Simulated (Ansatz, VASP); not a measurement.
# One calculation of LiH, two programs

The input POSCAR:

```
LiH
1.0
    0.0000000000      2.0635524157      2.0635524157
    2.0635524157      0.0000000000      2.0635524157
    2.0635524157      2.0635524157      0.0000000000
Li H
1 1
Direct
    0.0000000000      0.0000000000      0.0000000000
    0.5000000000      0.5000000000      0.5000000000
```

File INCAR.step1:

```
SYSTEM = LiH
PREC = Accurate
ENCUT = 520
EDIFF = 1E-5
ISMEAR = -1
SIGMA = 0.05
LREAL = .FALSE.
LASPH = .TRUE.
NELM = 60
ALGO = Normal
ISIF = 2
LWAVE = .TRUE.
NBANDS = 9
GGA = PE
```

The input INCAR.step2:

```
SYSTEM = LiH
PREC = Accurate
ENCUT = 520
EDIFF = 1E-6
ISMEAR = -1
SIGMA = 0.05
LREAL = .FALSE.
LASPH = .TRUE.
NELM = 60
ALGO = Normal
ISIF = 2
LWAVE = .FALSE.
LCHARG = .TRUE.
GGA = PE
LHFCALC = .TRUE.
AEXX = 0.25
PRECFOCK = Normal
LELF = .TRUE.
LVHAR = .TRUE.
NBANDS = 9
ISTART = 1
```

KPOINTS

```
Automatic mesh
0
G
  6 6 6
  0 0 0
```

The input input:

```
crystal:
  lattice:
    - [0.0, 2.0635524157, 2.0635524157]
    - [2.0635524157, 0.0, 2.0635524157]
    - [2.0635524157, 2.0635524157, 0.0]
  atoms:
    - { symbol: Li, position: [0.0, 0.0, 0.0] }
    - { symbol: H, position: [0.5, 0.5, 0.5] }
hamiltonian:
  xc: pbe0
  pseudopotentials: { kind: paw }
kpoints:
  mp_grid: { grid: [6, 6, 6] }
scf:
  occupations: { method: fermi_dirac, width: 0.05 }
output:
  forces: true
  stress: true
  eigenvalues: true
```

Alike in both runs: task single point; functional PBE0; k mesh 6 × 6 × 6; occupations fermi-dirac, width 0.05 eV; no spin polarisation.

```csv
,VASP,Ansatz
version,VASP 6.6.1,Ansatz 0.2.0
potentials or method,"VASP PAW PBE potentials, release 64 (Li_sv, H)",Ansatz PAW
plane-wave cutoff (eV),520,420
valence electrons in the cell,4,4
```

Ansatz gave:

| Property | Result |
| --- | --- |
| gap on the k mesh at the Fermi level (eV) | 4.71 |
| least direct gap on the mesh (eV) | 4.71 |

Problem. What did VASP give for the same quantities?

Solution. gap on the k mesh at the Fermi level (eV): 4.74; least direct gap on the mesh (eV): 4.74.

The functional is the same, so the differences come from potentials, cutoffs and numerics.

The k mesh is coarse, so the values compare programs but aren't converged. Noted on VASP's run: the cutoff is under 1.25 times that of the potentials, so the pressure is a little rough.
